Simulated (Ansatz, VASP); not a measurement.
NbSnSe4 in VASP and in Ansatz

```xyz
12
Lattice="6.1000 0.0000 0.0000 0.0000 7.5000 0.0000 -0.0572 0.0000 6.5498" Properties=species:S:1:pos:R:3 pbc="T T T"
Nb   -0.0143    1.3500    1.6374
Nb   -0.0429    6.1500    4.9123
Sn    3.0071    2.5500    4.9123
Sn    3.0357    4.9500    1.6374
Se    4.5077    2.8500    0.7205
Se    1.5637    2.8500    2.5544
Se    1.2894    0.8250    6.0258
Se    4.7248    0.8250    3.7989
Se    4.4791    4.6500    3.9953
Se    1.5351    4.6500    5.8293
Se    1.3180    6.6750    2.7509
Se    4.7534    6.6750    0.5240
```

Alike in both runs: task relaxation of cell and atoms; functional PBE; k mesh 2 × 2 × 2; occupations gaussian, width 0.15 eV; no spin polarisation.

|  | VASP | Ansatz |
| --- | --- | --- |
| version | VASP 6.6.1 | Ansatz 0.2.0 |
| potentials or method | VASP PAW PBE potentials, release 64 (Nb_sv, Sn_d, Se), cutoff 500 eV | scalar-relativistic, plane waves, PAW |
| valence electrons in the cell | 102 | 182 |

Ansatz gave:

| Quantity | Value |
| --- | --- |
| gap on the k mesh at the Fermi level, each at its own relaxed structure (eV) | none |
| relaxed volume (Å³/atom) | 26.94 |
| relaxed cell length with the largest relative difference (Å) | 6.581 |

Which values does VASP return?

gap on the k mesh at the Fermi level, each at its own relaxed structure (eV): none; relaxed volume (Å³/atom): 27.11; relaxed cell length with the largest relative difference (Å): 6.614.

A gap of «none» marks a metal or a gap that the smearing closes. VASP's potentials hold 102 valence electrons a cell and Ansatz's 182, so a difference there can come from the potentials and not from the codes.

The k mesh is coarse, so the values compare programs but aren't converged.
